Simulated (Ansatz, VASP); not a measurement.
# Two plane-wave programs on Be

```xyz
2
Lattice="2.2646 0.0000 0.0000 -1.1323 1.9612 0.0000 0.0000 0.0000 3.5613" Properties=species:S:1:pos:R:3 pbc="T T T"
Be    0.0000    1.3075    0.8903
Be    1.1323    0.6537    2.6709
```

Alike in both runs: task single point; functional r2SCAN; k mesh 6 × 6 × 3; occupations fermi-dirac, width 0.1 eV; no spin polarisation.

|  | VASP | Ansatz |
| --- | --- | --- |
| version | VASP 6.6.1 | Ansatz 0.2.0 |
| potentials or method | VASP PAW PBE potentials, release 64 (Be), cutoff 520 eV | plane waves (500 eV) with PAW, scalar-relativistic |
| valence electrons in the cell | 4 | 4 |

```csv
,VASP,Ansatz,Ansatz less VASP
pressure (GPa),0.8,0.6,-0.20
"traceless stress, the component that is largest in VASP (GPa)",-10.22,-10.29,-0.071
```

VASP's potentials were made for PBE, not for r2SCAN. The functional is the same, so the differences come from potentials, cutoffs and numerics.

The k mesh is coarse, so the values compare programs but aren't converged.
